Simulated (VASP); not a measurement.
Input of a VASP 6.6.1 run:

File POSCAR:

```
C
1.0
    2.5279810963      0.0000000000      0.0000000000
   -1.2639905482      2.1892958497      0.0000000000
    0.0000000000      0.0000000000      4.2101479103
C
4
Direct
    0.3333333333      0.6666666667      0.0002313166
    0.6666666667      0.3333333333      0.5002313166
    0.3333333333      0.6666666667      0.3747686834
    0.6666666667      0.3333333333      0.8747686834
```

Contents of INCAR.step1:

```
  PREC = Accurate
  ENCUT = 520
  ISMEAR = 0
  SIGMA = 0.01
  LREAL = False
  LASPH = True
  NELM = 60
  NBANDS = 16
  GGA = PE
  ALGO = Normal
  EDIFF = 1E-4
  LWAVE = True
  LCHARG = False
```

The input INCAR.step2:

```
  PREC = Accurate
  ENCUT = 520
  EDIFF = 1E-6
  ISMEAR = 0
  SIGMA = 0.01
  LREAL = False
  LASPH = True
  NELM = 60
  ALGO = Normal
  ISIF = 2
  LWAVE = False
  LCHARG = False
  METAGGA = R2SCAN
  LMIXTAU = True
  NBANDS = 16
  ISTART = 1
```

The input KPOINTS:

```
Automatic mesh
0
Gamma
  9 9 6
```

Potentials or basis: VASP PAW PBE potentials, release 64 (C).

Command:

```sh
$ cat potpaw_PBE.64/C/POTCAR > POTCAR
$ cp INCAR.step1 INCAR
$ mpirun -np 1 vasp_std > vasp.out
$ cp INCAR.step2 INCAR
$ mpirun -np 1 vasp_std > vasp.out
```

**Question.** What does it give for the largest force?

**Answer.** 0.026 eV/Å.

**Question.** What does it give for the pressure?

**Answer.** -11.6 GPa.

Stress tensor (GPa, compression positive):
```
-11.55   0.00   0.00
  0.00 -11.55   0.00
  0.00   0.00 -11.80
```

Caveat: the PAW data sets were made with another functional, which shifts forces and pressure a little.
